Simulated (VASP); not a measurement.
# Ti in VASP: notebook

The runs below take Ti through single point, with r2SCAN.

All numbers are computed with VASP 6.6.1; they aren't measurements. Logs are shortened: lines on timing, memory, paths and dates and some standing lists are left out, and cuts for length are marked.

## (1) The cell of the first run

Symmetry: Fm-3m, No. 225, cubic system. Conventional cell: a = 4.222 Å, b = 4.222 Å, c = 4.222 Å, α = 90.00°, β = 90.00°, γ = 90.00°. Within 3.9 Å of Ti (site symmetry m-3m) lie 12 Ti at 2.99 Å.

## (2) Single point, r2SCAN (strain +0.040 along x and y, +0.040 along z)

Input file POSCAR:

```
Ti
1.0
    0.0000000000      2.1112000000      2.1112000000
    2.1112000000      0.0000000000      2.1112000000
    2.1112000000      2.1112000000      0.0000000000
Ti
1
Direct
    0.0000000000      0.0000000000      0.0000000000
```

Input file INCAR.step1:

```
SYSTEM = Ti
ALGO = Normal ; EDIFF = 1E-4
ENCUT = 520 ; GGA = PE
ISMEAR = 0 ; LASPH = .True.
LCHARG = .False. ; LREAL = .False.
LWAVE = .True. ; NBANDS = 12
NELM = 100 ; PREC = Accurate
SIGMA = 0.15
```

Input file INCAR.step2:

```
SYSTEM = Ti
ALGO = Normal ; EDIFF = 1E-7
ENCUT = 520 ; ISIF = 2
ISMEAR = 0 ; ISTART = 1
LASPH = .True. ; LCHARG = .False.
LMIXTAU = .True. ; LREAL = .False.
LWAVE = .False. ; METAGGA = R2SCAN
NBANDS = 12 ; NELM = 100
PREC = Accurate ; SIGMA = 0.15
```

Input file KPOINTS:

```
k-points
0
Gamma
  20 20 20
  0 0 0
```

Potentials or basis: VASP PAW PBE potentials, release 64 (Ti_sv).

On the command line:

```bash
$ cat potpaw_PBE.64/Ti_sv/POTCAR > POTCAR
$ cp INCAR.step1 INCAR
$ mpirun -np 1 vasp_std > vasp.out
$ cp INCAR.step2 INCAR
$ mpirun -np 1 vasp_std > vasp.out
```

OUTCAR:

```text
SYSTEM = Ti
   EDIFF = 1E-7
   ENCUT = 520
   ISIF = 2
   ISMEAR = 0
   ISTART = 1
   LASPH = .True.
   LREAL = .False.
   METAGGA = R2SCAN
   NELM = 100
   PREC = Accurate

 ion  position               nearest neighbor table
   1  0.000  0.000  0.000-

  LATTYP: Found a face centered cubic cell.
 ALAT       =     4.2224000000

  Lattice vectors:

 A1 = (   0.0000000000,   2.1112000000,   2.1112000000)
 A2 = (   2.1112000000,   0.0000000000,   2.1112000000)
 A3 = (   2.1112000000,   2.1112000000,   0.0000000000)

Analysis of symmetry for initial positions (statically):
=====================================================================
 Subroutine PRICEL returns:
 Original cell was already a primitive cell.

 Routine SETGRP: Setting up the symmetry group for a
 face centered cubic supercell.

 Subroutine GETGRP returns: Found 48 space group operations
 (whereof 48 operations were pure point group operations)
 out of a pool of 48 trial point group operations.

The static configuration has the point symmetry O_h .

Analysis of symmetry for dynamics (positions and initial velocities):
=====================================================================
 Subroutine PRICEL returns:
 Original cell was already a primitive cell.

 Routine SETGRP: Setting up the symmetry group for a
 face centered cubic supercell.

 Subroutine GETGRP returns: Found 48 space group operations
 (whereof 48 operations were pure point group operations)
 out of a pool of 48 trial point group operations.

The dynamic configuration has the point symmetry O_h .

 Subroutine INISYM returns: Found 48 space group operations
 (whereof 48 operations are pure point group operations),
 and found     1 'primitive' translations

----------------------------------------------------------------------------------------

                                     Primitive cell

  volume of cell :      18.8199

  direct lattice vectors                    reciprocal lattice vectors
     0.000000000  2.111200000  2.111200000    -0.236832133  0.236832133  0.236832133
     2.111200000  0.000000000  2.111200000     0.236832133 -0.236832133  0.236832133
     2.111200000  2.111200000  0.000000000     0.236832133  0.236832133 -0.236832133

  length of vectors
     2.985687673  2.985687673  2.985687673     0.410205288  0.410205288  0.410205288

  position of ions in fractional coordinates (direct lattice)
     0.000000000  0.000000000  0.000000000

  ion indices of the primitive-cell ions
   primitive index   ion index
                 1           1

----------------------------------------------------------------------------------------

 KPOINTS: k-points

Automatic generation of k-mesh.
 Grid dimensions read from file:
 generate k-points for:   20   20   20

 Generating k-lattice:

  Cartesian coordinates                     Fractional coordinates (reciprocal lattice)
    -0.011841607  0.011841607  0.011841607     0.050000000  0.000000000  0.000000000
     0.011841607 -0.011841607  0.011841607     0.000000000  0.050000000  0.000000000
     0.011841607  0.011841607 -0.011841607     0.000000000  0.000000000  0.050000000

  Length of vectors
     0.020510264  0.020510264  0.020510264

  Shift w.r.t. Gamma in fractional coordinates (k-lattice)
     0.000000000  0.000000000  0.000000000

 Subroutine IBZKPT returns following result:
 ===========================================

 Found    256 irreducible k-points:

 Following reciprocal coordinates:
            Coordinates               Weight
  0.000000  0.000000  0.000000      1.000000
  0.050000  0.000000  0.000000      8.000000
  0.100000  0.000000  0.000000      8.000000
  0.150000  0.000000  0.000000      8.000000
  0.200000  0.000000  0.000000      8.000000
  0.250000  0.000000  0.000000      8.000000
[... 16 lines left out ...]
 -0.400000  0.050000  0.000000     24.000000
 -0.350000  0.050000  0.000000     24.000000
 [... further k-points ...]
   k-points           NKPTS =    256   k-points in BZ     NKDIM =    256   number of bands    NBANDS=     12
   number of dos      NEDOS =    301   number of ions     NIONS =      1
   total plane-waves  NPLWV =  13824
   dimension x,y,z NGX =    24 NGY =   24 NGZ =   24
   dimension x,y,z NGXF=    48 NGYF=   48 NGZF=   48
   ions per type =               1
   NGX,Y,Z   is equivalent  to a cutoff of  13.36, 13.36, 13.36 a.u.
   NGXF,Y,Z  is equivalent  to a cutoff of  26.73, 26.73, 26.73 a.u.
 SYSTEM =  Ti
   PREC   = accura    normal or accurate (medium, high low for compatibility)
   ISTART =      1    job   : 0-new  1-cont  2-samecut
   ICHARG =      0    charge: 1-file 2-atom 10-const
   ISPIN  =      1    spin polarized calculation?
   LNONCOLLINEAR =      F non collinear calculations
   LSORBIT =      F    spin-orbit coupling
   LASPH  =      T    aspherical Exc in radial PAW
   ENCUT  =  520.0 eV  38.22 Ry    6.18 a.u.   5.55  5.55  5.55*2*pi/ulx,y,z
   NELM   =    100;   NELMIN=  2; NELMDL=  0     # of ELM steps
   EDIFF  = 0.1E-06   stopping-criterion for ELM
   LREAL  =      F    real-space projection
   EDIFFG = 0.1E-05   stopping-criterion for IOM
   NSW    =      0    number of steps for IOM
   IBRION =     -1    ionic relax: 0-MD 1-quasi-New 2-CG
   NFREE  =      0    steps in history (QN), initial steepest desc. (CG)
   ISIF   =      2    stress and relaxation
   ISYM   =      2    0-nonsym 1-usesym 2-fastsym
   POTIM  = 0.5000    time-step for ionic-motion
   TEBEG  =    0.0;   TEEND  =   0.0 temperature during run
   PSTRESS=    0.0 pullay stress
   NELECT =      12.0000    total number of electrons
   NUPDOWN=      -1.0000    fix difference up-down
   EMIN   =  10.00;   EMAX   =-10.00  energy-range for DOS
   EFERMI =   0.00;   METHOD = LEGACY
   ISMEAR =     0;   SIGMA  =   0.15  broadening in eV -4-tet -1-fermi 0-gaus
   EFERMI_NEDOS =   21; number of points for ismear=-14 and -15
   IALGO  =     38    algorithm
   IMIX   =      4    mixing-type and parameters
     AMIX     =   0.40;   BMIX     =  1.00
     AMIX_MAG =   1.60;   BMIX_MAG =  1.00
  volume/ion in A,a.u.               =      18.82       127.00
  Fermi-wavevector in a.u.,A,eV,Ry     =   1.409059  2.662736 27.013653  1.985447
  Thomas-Fermi vector in A             =   2.531154
   LORBIT       =      0    0 simple, 1 ext, 2 COOP (PROOUT), +10 PAW based schemes
   METAGGA = R2SCAN    functional components
   LHFCALC =     F    Hartree Fock is set to
   AEXX    =    0.0000 exact exchange contribution
   IVDW    =     0    specifies the selected vdW correction
   LEPSILON=     F    determine dielectric tensor
   LRPA    =     F    only Hartree local field effects (RPA)
 non-spin polarized calculation
 Gauss-broadening in eV      SIGMA  =   0.15
  energy-cutoff  :      520.00
  volume of cell :       18.82
 maximum number of plane-waves:       532
 NGX is ok and might be reduce to    24
   NGX = 11   NGY = 11   NGZ = 11

 number of electron      12.0000000 magnetization

 Free energy of the ion-electron system (eV)
  ---------------------------------------------------
  ext. energy  EPLUGINS =         0.00000000
  ---------------------------------------------------
  free energy    TOTEN  =       -12.85490986 eV

  energy without entropy =      -12.83617701  energy(sigma->0) =      -12.84554344

 E-fermi :   7.3934     XC(G=0): -12.0084

 val. band max:        7.3931975735   @ k =  -0.4500   0.1000   0.0500
 cond. band min:       7.4040465095   @ k =   0.3000   0.1000   0.0500
 fundamental gap:      0.0108489359
 Fermi energy:         7.3933509958

 k-point     1 :       0.0000    0.0000    0.0000
  band No.  band energies     occupation
      1     -51.8170      2.00000
      2     -26.6991      2.00000
      3     -26.6990      2.00000
      4     -26.6990      2.00000
      5       1.1188      2.00000
      6       8.3308      0.00000
      7       8.3308      0.00000
      8       8.3308      0.00000
      9       9.9630      0.00000
     10       9.9630      0.00000
     11      22.7502      0.00000
     12      27.2288      0.00000

 k-point     2 :       0.0500    0.0000    0.0000
  band No.  band energies     occupation
      1     -51.8147      2.00000
      2     -26.7125      2.00000
      3     -26.7008      2.00000
      4     -26.7007      2.00000
      5       1.1972      2.00000
      6       8.2814      0.00000
      7       8.3585      0.00000
      8       8.3585      0.00000
      9       9.9449      0.00000
     10       9.9449      0.00000
     11      22.7983      0.00000
     12      26.4925      0.00000

 k-point     3 :       0.1000    0.0000    0.0000
  band No.  band energies     occupation
      1     -51.8082      2.00000
      2     -26.7515      2.00000
      3     -26.7057      2.00000
      4     -26.7057      2.00000
      5       1.4289      2.00000
      6       8.1433      0.00000
      7       8.4334      0.00000
      8       8.4334      0.00000
      9       9.9008      0.00000
     10       9.9008      0.00000
     11      22.8614      0.00000
     12      25.1468      0.00000
[... 286 lines left out ...]
 k-point    23 :      -0.4000    0.0500    0.0000
  band No.  band energies     occupation
      1     -51.7299      2.00000
      2     -27.1947      2.00000
      3     -26.7763      2.00000
      4     -26.7622      2.00000
      5       4.6965      2.00000
      6       7.4071      0.89697
      7       8.2963      0.00000
      8       8.3794      0.00000
      9      10.6199      0.00000
     10      10.9063      0.00000
     11      15.8963      0.00000
     12      22.2199      0.00000

 k-point    24 :      -0.3500    0.0500    0.0000
  band No.  band energies     occupation
      1     -51.7389      2.00000
      2     -27.1443      2.00000
      3     -26.7710      2.00000
      4     -26.7536      2.00000
      5       4.3087      2.00000
      6       7.2970      1.63632
      7       8.3679      0.00000
      8       8.4563      0.00000
      9      10.3746      0.00000
     10      10.7231      0.00000
     11      16.9114      0.00000
     12      22.4994      0.00000

 [... further k-points ...]
[... 5 lines left out ...]
  --------------------------------------------------------------------------------------
  -------------------------------------------------------------------------------------
  Total       -0.8812501     -0.8812501     -0.8812501     -0.0000000      0.0000000     -0.0000000
  in kB      -75.0225150    -75.0225150    -75.0225150     -0.0000000      0.0000000     -0.0000000
  external PRESSURE =     -75.0225150 kB  Pullay stress =       0.0000000 kB

 VOLUME and BASIS-vectors are now :
 -----------------------------------------------------------------------------
  energy-cutoff  :      520.00
  volume of cell :       18.82
      direct lattice vectors                 reciprocal lattice vectors
     0.000000000  2.111200000  2.111200000    -0.236832133  0.236832133  0.236832133
     2.111200000  0.000000000  2.111200000     0.236832133 -0.236832133  0.236832133
     2.111200000  2.111200000  0.000000000     0.236832133  0.236832133 -0.236832133

 POSITION                                       TOTAL-FORCE (eV/Angst)
 -----------------------------------------------------------------------------------
      0.00000      0.00000      0.00000         0.000000      0.000000      0.000000
 -----------------------------------------------------------------------------------
    total drift:                                0.000000      0.000000     -0.000000

  FREE ENERGIE OF THE ION-ELECTRON SYSTEM (eV)
  ---------------------------------------------------
  free  energy   TOTEN  =       -12.8549098632 eV

  energy  without entropy=      -12.8361770129  energy(sigma->0) =      -12.84554344
```

It took 2.1 min on 1 thread of Intel Xeon Platinum 8375C at 2.90GHz (Ice Lake), shared host; peak memory 0.18 GiB.

Results:

```
Free energy            : -12.8549 eV
Pressure               : -7.5 GPa
Band gap on the k mesh : zero (band 6 reaches 8.33 eV, above the bottom of band 7 at 7.00 eV)
```

Caveat: the cell differs from its parent crystal (strain +0.040 along x and y, +0.040 along z); the PAW data sets were made with another functional, which shifts forces and pressure a little.

(Continued in part 2 of 2.)
